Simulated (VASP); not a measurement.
Input of a VASP 6.6.1 run:

File INCAR:

```
SYSTEM = LiCl
  PREC = Accurate
  ENCUT = 520
  EDIFF = 1E-7
  ISMEAR = 0
  SIGMA = 0.02
  LREAL = .False.
  LASPH = .True.
  NELM = 60
  ALGO = Normal
  ISIF = 2
  LWAVE = .False.
  LCHARG = .False.
  GGA = PE
  NBANDS = 18
```

KPOINTS

```
regular mesh
0
Gamma
  9 9 4
  0 0 0
```

The input POSCAR:

```
LiCl
1.0
    3.9204078426      0.0000000000      0.0000000000
   -1.9602039213      3.3951727849      0.0000000000
    0.0000000000      0.0000000000      5.9684841765
Li Cl
2 2
Direct
    0.6666666700      0.3333333300      0.8917472922
    0.3333333300      0.6666666700      0.3917472922
    0.6666666700      0.3333333300      0.4832537078
    0.3333333300      0.6666666700      0.9832537078
```

Potentials or basis: VASP PAW PBE potentials, release 64 (Li_sv, Cl).

Run with:

```bash
$ cat potpaw_PBE.64/Li_sv/POTCAR potpaw_PBE.64/Cl/POTCAR > POTCAR
$ mpirun -np 1 vasp_std > vasp.out
```

**Question.** Predict the largest force.

**Answer.** 0.136 eV/Å.

**Question.** Estimate the band gap on the k mesh.

**Answer.** 5.91 eV, direct.

Forces on the atoms (eV/Å):
```
Li   0.000  0.000 -0.136
Li   0.000  0.000 -0.136
Cl   0.000  0.000  0.136
Cl   0.000  0.000  0.136
```

Caveat: the cell differs from its parent crystal (strained). A k mesh can miss the band edges.
